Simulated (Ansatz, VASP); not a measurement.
## Be2AlI in VASP and in Ansatz

```
Be Al I
1.0
     4.54777    0.00000    0.00000
    -2.27388    3.93848    0.00000
     0.00000    0.00000    6.23380
Be Al I
2 1 1
Direct
  0.33333 0.66667 0.50000
  0.66667 0.33333 0.50000
  0.00000 0.00000 0.00000
  0.00000 0.00000 0.50000
```

Alike in both runs: task relaxation of cell and atoms; functional PBE; k mesh 12 × 12 × 8; occupations gaussian, width 0.1 eV; no spin polarisation.

```csv
,VASP,Ansatz
version,VASP 6.6.1,Ansatz 0.2.0
potentials or method,"VASP PAW PBE potentials, release 64 (Be, Al, I), cutoff 600 eV","scalar-relativistic, plane waves, PAW"
valence electrons in the cell,14,24
```

```csv
,VASP,Ansatz,Ansatz less VASP
"gap on the k mesh at the Fermi level, each at its own relaxed structure (eV)",none,none,-
relaxed volume (Å³/atom),26.92,26.95,+0.026
relaxed cell length with the largest relative difference (Å),4.467,4.469,+0.0019
```

A gap of «none» marks a metal or a gap that the smearing closes. VASP's potentials hold 14 valence electrons a cell and Ansatz's 24, so a difference there can come from the potentials and not from the codes.

Neither program's run includes spin-orbit coupling.
